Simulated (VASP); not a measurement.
Set up this calculation in VASP 6.6.1, as the native input.

```yaml
Task: single point
Functional: PBE
Potentials_or_basis: VASP PAW PBE potentials, release 64 (Cd, In_d, S)
Cutoff: 520 eV
k_mesh: 15 × 15 × 8
Occupations: gaussian, width 0.15 eV
Spin: no spin polarisation
Dipole_correction: no
Further_INCAR_settings: ALGO = Normal; EDIFF = 1e-06; NBANDS = 26
```

The structure of CdInS2 lies in POSCAR:

```
CdInS2
1.0
    3.8042121188      0.0000000000      0.0000000000
   -1.9021060594      3.2945443363      0.0000000000
    0.0000000000      0.0000000000      6.2997752688
Cd In S
1 1 2
Direct
    0.0000000000      0.0000000000      0.0000000000
    0.0000000000      0.0000000000      0.5000000000
    0.6666666667      0.3333333333      0.7578554487
    0.3333333333      0.6666666667      0.2421445513
```

The input as run:

INCAR

```
PREC = Accurate
ENCUT = 520
EDIFF = 1E-6
ISMEAR = 0
SIGMA = 0.15
LREAL = False
LASPH = True
NELM = 60
ALGO = Normal
ISIF = 2
LWAVE = False
LCHARG = True
GGA = PE
LELF = True
LVHAR = True
NBANDS = 26
```

KPOINTS

```
regular mesh
0
Gamma
  15 15 8
```

Potentials or basis: VASP PAW PBE potentials, release 64 (Cd, In_d, S).

Launch:

```sh
$ cat potpaw_PBE.64/Cd/POTCAR potpaw_PBE.64/In_d/POTCAR potpaw_PBE.64/S/POTCAR > POTCAR
$ mpirun -np 1 vasp_std > vasp.out
```

Results of the run:

- Pressure: 10.2 GPa
- Largest force: 0.058 eV/Å
- Band gap on the k mesh: zero (an odd number of electrons rules out a gap without spin polarisation)

Caveat: the stress differs along the axes, from 8 to 15 GPa; spin-orbit coupling is left out, which moves the levels of the heavy elements; an odd number of electrons without spin polarisation forces a metal; a magnetic or distorted state may lie lower.

Wall time 9.3 min on 1 thread of Intel Xeon 8259CL, on a shared host, peak memory 0.48 GiB.
